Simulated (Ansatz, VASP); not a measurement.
## Two plane-wave programs on Si2W3

```xyz
5
Lattice="4.7308 0.0000 0.0000 -2.3654 4.0970 0.0000 0.0000 0.0000 4.9048" Properties=species:S:1:pos:R:3 pbc="T T T"
Si    0.0000    2.7313    2.4524
Si    2.3654    1.3657    2.4524
W     0.0000    2.7313    0.0000
W     2.3654    1.3657    0.0000
W     0.0000    0.0000    0.0000
```

Alike in both runs: functional PBE; k mesh 12 × 12 × 8; occupations gaussian, width 0.1 eV; no spin polarisation.

Ansatz relaxed the structure, and its values are those at the end. VASP's run is a single point on that final structure, the one shown.

|  | VASP | Ansatz |
| --- | --- | --- |
| version | VASP 6.6.1 | Ansatz 0.2.0 |
| potentials or method | VASP PAW PBE potentials, release 64 (Si, W_sv), cutoff 520 eV | scalar-relativistic, plane waves, PAW |
| valence electrons in the cell | 50 | 50 |

Ansatz gave:

```
gap on the k mesh at the Fermi level (eV) : none
pressure (GPa)                            : 0.0
```

Which values does VASP return?

gap on the k mesh at the Fermi level (eV): none; pressure (GPa): 0.2.

A gap of «none» marks a metal or a gap that the smearing closes. With one functional, cell and mesh, what is left measures potentials, basis and numerics.

Neither program's run includes spin-orbit coupling.
